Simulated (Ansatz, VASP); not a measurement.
**PtS2: VASP beside Ansatz**

```xyz
3
Lattice="3.8738 0.0000 0.0000 -1.9369 3.3548 0.0000 0.0000 0.0000 6.4242" Properties=species:S:1:pos:R:3 pbc="T T T"
Pt    0.0000    0.0000    0.0000
S     0.0000    2.2365    1.2139
S     1.9369    1.1183    5.2104
```

Alike in both runs: task relaxation of the atoms; functional PBE; k mesh 12 × 12 × 6; occupations gaussian, width 0.05 eV; no spin polarisation.

```csv
,VASP,Ansatz
version,VASP 6.6.1,Ansatz 0.2.0
potentials or method,"VASP PAW PBE potentials, release 64 (Pt, S), cutoff 520 eV","scalar-relativistic, plane waves, PAW"
valence electrons in the cell,22,30
```

Ansatz gave:

| Property | Result |
| --- | --- |
| gap on the k mesh at the Fermi level, each at its own relaxed structure (eV) | 0.96 |

Task: What did VASP give for the same quantities?

Result: gap on the k mesh at the Fermi level, each at its own relaxed structure (eV): 0.95.

VASP's potentials hold 22 valence electrons a cell and Ansatz's 30, so a difference there can come from the potentials and not from the codes. Ansatz's warnings: stress scf threshold loose.

Spin-orbit coupling is off throughout.
